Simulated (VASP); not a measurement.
Write the native input for VASP 6.6.1 that does the following.

```
Task                   : relaxation of cell and atoms
Functional             : PBEsol
Potentials or basis    : VASP PAW PBE potentials, release 64 (Ga_d, N)
Cutoff                 : 600 eV
k mesh                 : 10 × 10 × 6
Occupations            : fermi-dirac, width 0.05 eV
Spin                   : no spin polarisation
Dipole correction      : no
Further INCAR settings : ALGO = Normal; EDIFF = 1e-07; IBRION = 2; EDIFFG = -0.002; NSW = 100; ISIF = 3
```

The structure of GaN lies in POSCAR:

```
GaN
1.0
    3.1800000000      0.0000000000      0.0000000000
   -1.5900000000      2.7539607840      0.0000000000
    0.0000000000      0.0000000000      5.1660000000
Ga N
2 2
Direct
    0.3333333333      0.6666666667      0.0000000000
    0.6666666667      0.3333333333      0.5000000000
    0.3333333333      0.6666666667      0.3750000000
    0.6666666667      0.3333333333      0.8750000000
```

These files were run (other wordings do the same):

INCAR

```
PREC = Accurate ; ENCUT = 600
EDIFF = 1E-7 ; ISMEAR = -1
SIGMA = 0.05 ; LREAL = False
LASPH = True ; NELM = 60
ALGO = Normal ; ISIF = 3
LWAVE = False ; LCHARG = False
GGA = PS ; IBRION = 2
NSW = 100 ; EDIFFG = -0.002
```

KPOINTS

```
Automatic mesh
0
Gamma
  10 10 6
```

Potentials or basis: VASP PAW PBE potentials, release 64 (Ga_d, N).

Command:

```bash
$ cat potpaw_PBE.64/Ga_d/POTCAR potpaw_PBE.64/N/POTCAR > POTCAR
$ mpirun -np 1 vasp_std > vasp.out
```

Results of the run:

```json
{
 "Relaxed volume": "11.35 Å³/atom",
 "Relaxed cell": "a = 3.180 Å, b = 3.180 Å, c = 5.182 Å, α = 90.00°, β = 90.00°, γ = 120.00°",
 "Space group after relaxing (to 0.05 Å)": "P6_3mc (No. 186)",
 "Energy gained by relaxing": "0.5 meV/atom",
 "Ionic steps": "8",
 "Pressure after relaxing": "0.0 GPa",
 "Band gap on the k mesh": "1.91 eV, direct"
}
```

Caveat: the PAW data sets were made with another functional, which shifts forces and pressure a little.

Run time: 12 min on 1 thread of AMD EPYC 7R13 (shared host), peak memory 0.19 GiB.
